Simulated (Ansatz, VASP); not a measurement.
# Two plane-wave programs on SiC

File INCAR:

```
  PREC = Accurate
  ENCUT = 520
  EDIFF = 1E-6
  ISMEAR = -1
  SIGMA = 0.02
  LREAL = False
  LASPH = True
  NELM = 60
  ALGO = Normal
  ISIF = 2
  LWAVE = False
  LCHARG = False
  GGA = PE
  NBANDS = 16
```

The input KPOINTS:

```
regular mesh
0
Gamma
  12 12 6
```

The input POSCAR:

```
SiC
1.0
    3.0138491144      0.0000000000      0.0000000000
   -1.5069245572      2.6100698963      0.0000000000
    0.0000000000      0.0000000000      4.9471459292
Si C
2 2
Direct
    0.3333333333      0.6666666667     -0.0003531274
    0.6666666667      0.3333333333      0.4996468726
    0.3333333333      0.6666666667      0.3753531274
    0.6666666667      0.3333333333      0.8753531274
```

Input for Ansatz:

```yaml
crystal:
  lattice:
    - [3.0138491144, 0.0, 0.0]
    - [-1.5069245572, 2.6100698963, 0.0]
    - [0.0, 0.0, 4.9471459292]
  atoms:
    - { symbol: Si, position: [0.3333333333, 0.6666666667, -0.0003531274] }
    - { symbol: Si, position: [0.6666666667, 0.3333333333, 0.4996468726] }
    - { symbol: C, position: [0.3333333333, 0.6666666667, 0.3753531274] }
    - { symbol: C, position: [0.6666666667, 0.3333333333, 0.8753531274] }
kpoints:
  mp_grid: { grid: [12, 12, 6] }
  band_path:
    path:
      - [0.0, 0.0, 0.0]
      - [0.5, 0.0, 0.0]
      - [0.3333333333, 0.3333333333, 0.0]
      - [0.0, 0.0, 0.5]
      - [0.5, 0.0, 0.5]
      - [0.3333333333, 0.3333333333, 0.5]
      - [0.0, 0.0, -0.005208]
    npoints: 1
hamiltonian:
  xc: pbe
scf:
  occupations: { method: fermi_dirac, width: 0.02 }
  n_extra_bands: 5
output:
  forces: true
  stress: true
  eigenvalues: true
  write_density: true
  write_potential: true
  elf: true
  volumetric_format: npy
```

Change from the starting cell: hydrostatic strain -2.0%.

Alike in both runs: task single point; functional PBE; k mesh 12 × 12 × 6; occupations fermi-dirac, width 0.02 eV; no spin polarisation.

|  | VASP | Ansatz |
| --- | --- | --- |
| version | VASP 6.6.1 | Ansatz 0.2.0 |
| potentials or method | VASP PAW PBE potentials, release 64 (Si, C) | plane waves, PAW |
| plane-wave cutoff (eV) | 520 | 420 |
| valence electrons in the cell | 16 | 16 |

|  | VASP | Ansatz | Ansatz less VASP |
| --- | --- | --- | --- |
| gap on the k mesh at the Fermi level (eV) | 2.16 | 2.16 | +0.005 |
| pressure (GPa) | 18.9 | 19.0 | +0.09 |
| traceless stress, the component that is largest in VASP (GPa) | -0.33 | -0.34 | -0.014 |

With one functional, cell and mesh, what is left measures potentials, basis and numerics.
